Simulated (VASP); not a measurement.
Input of a VASP 6.6.1 run:

File INCAR:

```
PREC = Accurate ; ENCUT = 520
EDIFF = 1E-8 ; ISMEAR = -1
SIGMA = 0.15 ; LREAL = F
LASPH = T ; NELM = 60
ALGO = Normal ; ISIF = 2
LWAVE = F ; LCHARG = F
GGA = PE ; IVDW = 12
IBRION = 6 ; NFREE = 2
POTIM = 0.015 ; NSW = 1
```

Contents of KPOINTS:

```
regular mesh
0
Gamma
  12 12 12
```

The input POSCAR:

```
Sb
1.0
    2.1488874573      1.2406607520      3.6311474089
   -2.1488874573      1.2406607520      3.6311474089
    0.0000000000     -2.4813215039      3.6311474089
Sb
2
Direct
    0.2384021054      0.2384021054      0.2384021054
    0.7615978946      0.7615978946      0.7615978946
```

Potentials or basis: VASP PAW PBE potentials, release 64 (Sb).

Command:

```console
$ cat potpaw_PBE.64/Sb/POTCAR > POTCAR
$ mpirun -np 1 vasp_std > vasp.out
```

(1) Estimate the highest phonon frequency at Γ.

(2) Predict the dispersion energy per atom.

Answers

(1) 122 cm⁻¹.

(2) -0.492 eV.

Caveat: the cell differs from its parent crystal (phonons at volume x 0.98).
